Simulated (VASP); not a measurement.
# Sc2GaP3 (P-6m2) in VASP: notebook, part 2 of 2

VASP 6.6.1.

## (4) Relaxation of cell and atoms, PBE

This run uses another cell than the first one, of 17.65 Å³/atom.

File INCAR:

```
PREC     = Accurate       # precision mode
ENCUT    = 600            # plane-wave cutoff, eV
EDIFF    = 1E-6           # SCF threshold, eV
ISMEAR   = 0              # smearing method
SIGMA    = 0.1            # smearing width, eV
LREAL    = False          # projectors in reciprocal space
LASPH    = True           # aspherical terms in the spheres
NELM     = 100            # most SCF steps
ALGO     = Normal         # electronic algorithm
ISIF     = 3              # what is computed and relaxed
LWAVE    = False          # write WAVECAR
LCHARG   = False          # write CHGCAR
GGA      = PE             # functional
IBRION   = 2              # ionic algorithm
NSW      = 90             # ionic steps
EDIFFG   = -0.04          # ionic threshold
```

File KPOINTS:

```
Automatic mesh
0
Gamma
  6 6 4
```

File POSCAR:

```
Sc2GaP3
1.0
    4.1252963810      0.0000000000      0.0000000000
   -2.0626481905      3.5726114641      0.0000000000
    0.0000000000      0.0000000000      7.1835730095
Sc Ga P
2 1 3
Direct
    0.3333333333      0.6666666667      0.2818381202
    0.3333333333      0.6666666667      0.7181618798
    0.6666666667      0.3333333333      0.0000000000
    0.6666666667      0.3333333333      0.5000000000
    0.0000000000      0.0000000000      0.0000000000
    0.0000000000      0.0000000000      0.5000000000
```

Potentials or basis: VASP PAW PBE potentials, release 64 (Sc_sv, Ga_d, P).

On the command line:

```sh
> cat potpaw_PBE.64/Sc_sv/POTCAR potpaw_PBE.64/Ga_d/POTCAR potpaw_PBE.64/P/POTCAR > POTCAR
> mpirun -np 1 vasp_std > vasp.out
```

OUTCAR:

```text
PREC = Accurate
   ENCUT = 600
   EDIFF = 1E-6
   ISMEAR = 0
   LREAL = False
   LASPH = True
   NELM = 100
   ISIF = 3
   GGA = PE
   IBRION = 2
   NSW = 90
   EDIFFG = -0.04

 ion  position               nearest neighbor table
   1  0.333  0.667  0.282-   6 2.85   4 2.85   4 2.85   6 2.85   6 2.85   4 2.85   3 3.13   5 3.13
                             3 3.13   5 3.13   5 3.13   3 3.13   2 3.13
   2  0.333  0.667  0.718-   6 2.85   4 2.85   4 2.85   6 2.85   6 2.85   4 2.85   3 3.13   5 3.13
                             3 3.13   5 3.13   5 3.13   3 3.13   1 3.13
   3  0.667  0.333  0.000-   5 2.38   5 2.38   5 2.38   2 3.13   1 3.13   2 3.13   1 3.13   1 3.13
                             2 3.13
   4  0.667  0.333  0.500-   6 2.38   6 2.38   6 2.38   2 2.85   1 2.85   2 2.85   1 2.85   1 2.85
                             2 2.85
   5  0.000  0.000  0.000-   3 2.38   3 2.38   3 2.38   1 3.13   2 3.13   1 3.13   2 3.13   1 3.13
                             2 3.13
   6  0.000  0.000  0.500-   4 2.38   4 2.38   4 2.38   1 2.85   2 2.85   1 2.85   2 2.85   1 2.85
                             2 2.85

  LATTYP: Found a hexagonal cell.
 ALAT       =     4.1252963810
 C/A-ratio  =     1.7413471290

  Lattice vectors:

 A1 = (   4.1252963810,   0.0000000000,   0.0000000000)
 A2 = (  -2.0626481905,   3.5726114641,   0.0000000000)
 A3 = (   0.0000000000,   0.0000000000,   7.1835730095)

Analysis of symmetry for initial positions (statically):
=====================================================================
 Subroutine PRICEL returns:
 Original cell was already a primitive cell.

 Routine SETGRP: Setting up the symmetry group for a
 hexagonal supercell.

 Subroutine GETGRP returns: Found 12 space group operations
 (whereof 12 operations were pure point group operations)
 out of a pool of 24 trial point group operations.

The static configuration has the point symmetry D_3h.

Analysis of symmetry for dynamics (positions and initial velocities):
=====================================================================
 Subroutine PRICEL returns:
 Original cell was already a primitive cell.

 Routine SETGRP: Setting up the symmetry group for a
 hexagonal supercell.

 Subroutine GETGRP returns: Found 12 space group operations
 (whereof 12 operations were pure point group operations)
 out of a pool of 24 trial point group operations.

The dynamic configuration has the point symmetry D_3h.

 Subroutine INISYM returns: Found 12 space group operations
 (whereof 12 operations are pure point group operations),
 and found     1 'primitive' translations

----------------------------------------------------------------------------------------

                                     Primitive cell

  volume of cell :     105.8721

  direct lattice vectors                    reciprocal lattice vectors
     4.125296381  0.000000000  0.000000000     0.242406826  0.139953646  0.000000000
    -2.062648191  3.572611464  0.000000000     0.000000000  0.279907292  0.000000000
     0.000000000  0.000000000  7.183573009     0.000000000  0.000000000  0.139206492

  length of vectors
     4.125296381  4.125296381  7.183573009     0.279907292  0.279907292  0.139206492

  position of ions in fractional coordinates (direct lattice)
     0.333333333  0.666666667  0.281838120
     0.333333333  0.666666667  0.718161880
     0.666666667  0.333333333  0.000000000
[... 25 lines left out ...]
     0.000000000  0.046651215  0.000000000     0.000000000  0.166666667  0.000000000
     0.000000000  0.000000000  0.034801623     0.000000000  0.000000000  0.250000000

  Length of vectors
     0.046651215  0.046651215  0.034801623

  Shift w.r.t. Gamma in fractional coordinates (k-lattice)
     0.000000000  0.000000000  0.000000000

 Subroutine IBZKPT returns following result:
 ===========================================

 Found     21 irreducible k-points:

 Following reciprocal coordinates:
            Coordinates               Weight
  0.000000  0.000000  0.000000      1.000000
  0.166667  0.000000  0.000000      6.000000
  0.333333 -0.000000  0.000000      6.000000
  0.500000  0.000000  0.000000      3.000000
  0.166667  0.166667  0.000000      6.000000
  0.333333  0.166667  0.000000     12.000000
[... 13 lines left out ...]
  0.333333  0.166667  0.500000     12.000000
  0.333333  0.333333  0.500000      2.000000
   k-points           NKPTS =     21   k-points in BZ     NKDIM =     21   number of bands    NBANDS=     30
   number of dos      NEDOS =    301   number of ions     NIONS =      6
   total plane-waves  NPLWV =  77760
   dimension x,y,z NGX =    36 NGY =   36 NGZ =   60
   dimension x,y,z NGXF=    72 NGYF=   72 NGZF=  120
   ions per type =               2   1   3
   NGX,Y,Z   is equivalent  to a cutoff of  14.51, 14.51, 13.89 a.u.
   NGXF,Y,Z  is equivalent  to a cutoff of  29.02, 29.02, 27.77 a.u.
 SYSTEM =  unknown system
   PREC   = accura    normal or accurate (medium, high low for compatibility)
   ISTART =      0    job   : 0-new  1-cont  2-samecut
   ICHARG =      2    charge: 1-file 2-atom 10-const
   ISPIN  =      1    spin polarized calculation?
   LNONCOLLINEAR =      F non collinear calculations
   LSORBIT =      F    spin-orbit coupling
   LASPH  =      T    aspherical Exc in radial PAW
   ENCUT  =  600.0 eV  44.10 Ry    6.64 a.u.   8.24  8.24 14.35*2*pi/ulx,y,z
   NELM   =    100;   NELMIN=  2; NELMDL= -5     # of ELM steps
   EDIFF  = 0.1E-05   stopping-criterion for ELM
   LREAL  =      F    real-space projection
   EDIFFG = -.4E-01   stopping-criterion for IOM
   NSW    =     90    number of steps for IOM
   IBRION =      2    ionic relax: 0-MD 1-quasi-New 2-CG
   NFREE  =      1    steps in history (QN), initial steepest desc. (CG)
   ISIF   =      3    stress and relaxation
   ISYM   =      2    0-nonsym 1-usesym 2-fastsym
   POTIM  = 0.5000    time-step for ionic-motion
   TEBEG  =    0.0;   TEEND  =   0.0 temperature during run
   PSTRESS=    0.0 pullay stress
   NELECT =      50.0000    total number of electrons
   NUPDOWN=      -1.0000    fix difference up-down
   EMIN   =  10.00;   EMAX   =-10.00  energy-range for DOS
   EFERMI =   0.00;   METHOD = LEGACY
   ISMEAR =     0;   SIGMA  =   0.10  broadening in eV -4-tet -1-fermi 0-gaus
   EFERMI_NEDOS =   21; number of points for ismear=-14 and -15
   IALGO  =     38    algorithm
   IMIX   =      4    mixing-type and parameters
     AMIX     =   0.40;   BMIX     =  1.00
     AMIX_MAG =   1.60;   BMIX_MAG =  1.00
  volume/ion in A,a.u.               =      17.65       119.08
  Fermi-wavevector in a.u.,A,eV,Ry     =   1.274885  2.409183 22.113981  1.625332
  Thomas-Fermi vector in A             =   2.407628
   LORBIT       =      0    0 simple, 1 ext, 2 COOP (PROOUT), +10 PAW based schemes
   GGA     = PE    functional components
   LHFCALC =     F    Hartree Fock is set to
   AEXX    =    0.0000 exact exchange contribution
   IVDW    =     0    specifies the selected vdW correction
   LEPSILON=     F    determine dielectric tensor
   LRPA    =     F    only Hartree local field effects (RPA)
 conjugate gradient relaxation of ions
 non-spin polarized calculation
 Gauss-broadening in eV      SIGMA  =   0.10
  energy-cutoff  :      600.00
  volume of cell :      105.87
 maximum number of plane-waves:      3557
 NGX is ok and might be reduce to    36
   NGX = 17   NGY = 17   NGZ = 29

--------------------------------------- Ionic step        1  -------------------------------------------

 number of electron      49.9999997 magnetization

 Free energy of the ion-electron system (eV)
  ---------------------------------------------------
  ext. energy  EPLUGINS =         0.00000000
  ---------------------------------------------------
  free energy    TOTEN  =       -34.41726936 eV

  energy without entropy =      -34.40244945  energy(sigma->0) =      -34.40985941

------------------------ aborting loop because EDIFF is reached ----------------------------------------

  FORCE on cell =-STRESS in cart. coord.  units (eV):
  Direction    XX          YY          ZZ          XY          YZ          ZX
  --------------------------------------------------------------------------------------
  -------------------------------------------------------------------------------------
  Total        0.0463615      0.0463615     -0.1155778      0.0000000     -0.0000000     -0.0000000
  in kB        0.7015947      0.7015947     -1.7490555      0.0000000     -0.0000000     -0.0000000
  external PRESSURE =      -0.1152887 kB  Pullay stress =       0.0000000 kB
[... 147 lines left out ...]
--------------------------------------- Ionic step        5  -------------------------------------------

 number of electron      49.9999992 magnetization

 Free energy of the ion-electron system (eV)
  ---------------------------------------------------
  ext. energy  EPLUGINS =         0.00000000
  ---------------------------------------------------
  free energy    TOTEN  =       -34.42058371 eV

  energy without entropy =      -34.40537632  energy(sigma->0) =      -34.41298002

 E-fermi :   7.3280     XC(G=0): -10.8361

 val. band max:        7.3015110333   @ k =   0.3333   0.3333   0.2500
 cond. band min:       7.3821305971   @ k =   0.0000   0.0000   0.5000
 fundamental gap:      0.0806195638
 Fermi energy:         7.3279504821

 k-point     1 :       0.0000    0.0000    0.0000
  band No.  band energies     occupation
      1     -42.8923      2.00000
      2     -42.8768      2.00000
      3     -21.6264      2.00000
      4     -21.5278      2.00000
      5     -21.5278      2.00000
      6     -21.5077      2.00000
[... 715 lines left out ...]
  FREE ENERGIE OF THE ION-ELECTRON SYSTEM (eV)
  ---------------------------------------------------
  free  energy   TOTEN  =       -34.4205837124 eV

  energy  without entropy=      -34.4053763180  energy(sigma->0) =      -34.41298002

 reached required accuracy - stopping structural energy minimisation
```

Wall time 2.3 min (1 thread of Intel Xeon 6975P-C (Granite Rapids), shared host); peak memory 0.31 GiB.

What came out:

```yaml
Free_energy: -34.4206 eV
Relaxed_volume: 17.63 Å³/atom
Relaxed_cell: a = 4.134 Å, b = 4.134 Å, c = 7.144 Å, α = 90.00°, β = 90.00°, γ = 120.00°
Space_group_after_relaxing_to_0.1_Å: P-6m2 (No. 187)
Energy_gained_by_relaxing: 0.6 meV/atom
Ionic_steps: 5
Pressure_after_relaxing: -0.3 GPa
Largest_force_after_relaxing: 0.004 eV/Å
Band_gap_on_the_k_mesh: zero (bands 25 and 26 overlap by 2.06 eV)
```

Forces in eV/Å, atoms in the order of the input:
```
Sc   0.000  0.000 -0.004
Sc   0.000  0.000  0.004
Ga   0.000  0.000  0.000
P    0.000  0.000  0.000
P    0.000  0.000  0.000
P    0.000  0.000  0.000
```

Stress tensor (GPa, compression positive):
```
-0.28  0.00  0.00
 0.00 -0.28  0.00
 0.00  0.00 -0.21
```

Step by step:
```tsv
step	energy change (eV)	largest force (eV/Å)	pressure (GPa)	volume (Å³)
1	0.0000	0.0988	-0.01	105.87
2	-0.0010	0.0838	-0.03	105.85
3	-0.0027	0.0435	-0.14	105.81
4	-0.0029	0.0323	-0.32	105.71
5	-0.0033	0.0038	-0.26	105.75
```

Final structure:
```cif
data_structure
_symmetry_space_group_name_H-M 'P 1'
_symmetry_Int_Tables_number 1
_cell_length_a 4.1344
_cell_length_b 4.1344
_cell_length_c 7.1440
_cell_angle_alpha 90.000
_cell_angle_beta 90.000
_cell_angle_gamma 120.000
_cell_volume 105.75
loop_
_atom_site_label
_atom_site_type_symbol
_atom_site_fract_x
_atom_site_fract_y
_atom_site_fract_z
_atom_site_occupancy
Sc1 Sc 0.33333 0.66667 0.27791 1
Sc2 Sc 0.33333 0.66667 0.72209 1
Ga1 Ga 0.66667 0.33333 0.00000 1
P1 P 0.66667 0.33333 0.50000 1
P2 P 0.00000 0.00000 0.00000 1
P3 P 0.00000 0.00000 0.50000 1
```

Levels at points of the mesh, in eV from the Fermi level:
| k point | band 21 | band 22 | band 23 | band 24 | band 25 | band 26 | band 27 | band 28 | band 29 | band 30 |
| --- | --- | --- | --- | --- | --- | --- | --- | --- | --- | --- |
| (0.00, 0.00, 0.00) | -2.97 | -2.48 | -2.18 | -2.18 | -1.94 | -1.02 | 0.13 | 0.13 | 0.70 | 0.70 |
| (0.50, 0.00, 0.00) | -4.00 | -3.83 | -1.98 | -1.21 | 0.82 | 1.05 | 1.08 | 1.26 | 1.69 | 1.72 |
| (0.00, 0.00, 0.50) | -3.16 | -3.16 | -2.11 | -2.11 | -2.06 | -0.07 | -0.07 | 0.05 | 1.06 | 1.06 |
| (0.50, 0.00, 0.50) | -3.72 | -3.36 | -3.08 | -1.23 | -1.13 | 0.89 | 1.19 | 1.25 | 1.55 | 1.68 |

## (5) Overview

```csv
task,cell,k mesh,cutoff (eV),gap on the mesh (eV),pressure (GPa),relaxed volume (Å³/atom)
relaxation of cell and atoms,"relaxed from a = 4.220, b = 4.220, c = 8.289 Å, angles 90.0, 90.0, 120.0°, 6 atoms, atomic positions A",6 × 6 × 2,600,none,0.0,17.73
single point,"a = 4.141, b = 4.141, c = 7.091 Å, angles 90.0, 90.0, 120.0°, 6 atoms, atomic positions B",12 × 12 × 6,520,none,0.1,-
relaxation of cell and atoms,"relaxed from a = 4.125, b = 4.125, c = 7.184 Å, angles 90.0, 90.0, 120.0°, 6 atoms, atomic positions C",6 × 6 × 4,600,none,-0.3,17.63
```

Alike in all rows: level PBE; potentials or basis VASP PAW PBE potentials, release 64 (Sc_sv, Ga_d, P); no spin polarisation; smearing gaussian 0.1 eV.

Caveats: some runs use coarse meshes; the volume moved by over 15 % at a fixed basis, so the end points are rough (at least some runs).

Absolute energies hang on the potentials; compare differences alone.

The gap in the log of VASP goes by the Fermi energy; the results here count the filled bands.